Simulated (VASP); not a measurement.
Runs of VASP 6.6.1 on CsGa (NaTl type). The structure is that of space group Fd-3m (No. 227), or close to it. The cells are those of the table. 

```csv
task,level,cell,cutoff (eV),gap on the mesh (eV),pressure (GPa)
single point,PBEsol,"a = 4.812 Å, angles 60.0°, 4 atoms",520,none,(a)
single point,PBEsol,"a = 5.705 Å, angles 60.0°, 4 atoms",520,none,0.2
single point,PBEsol,"a = 5.066 Å, angles 60.0°, 4 atoms",520,none,16.8
relaxation of cell and atoms,PBEsol,"relaxed from a = 7.091 Å, angles 60.0°, 4 atoms",600,none,0.0
single point,PBEsol+D3(BJ),"a = 5.705 Å, angles 60.0°, 4 atoms",520,none,-1.2
single point,revPBE,"a = 5.705 Å, angles 60.0°, 4 atoms",520,none,(b)
```

Alike in all rows: potentials or basis VASP PAW PBE potentials, release 64 (Cs_sv, Ga_d); no spin polarisation; k mesh 6 × 6 × 6; smearing fermi-dirac 0.05 eV.

**Question.** Estimate the missing entries.

**Answer.** (a) 35.5; (b) 3.2.

Caveats: the PAW data sets were made with another functional, which shifts forces and pressure a little; spin-orbit coupling is left out, which moves the levels of the heavy elements; the cell stands under pressure (at least some runs); three body term missing (at least some runs).

A k mesh can miss the band edges, and the runs leave out spin-orbit coupling on Cs, Ga.

A gap of «none» marks levels without a gap at the run's occupations.
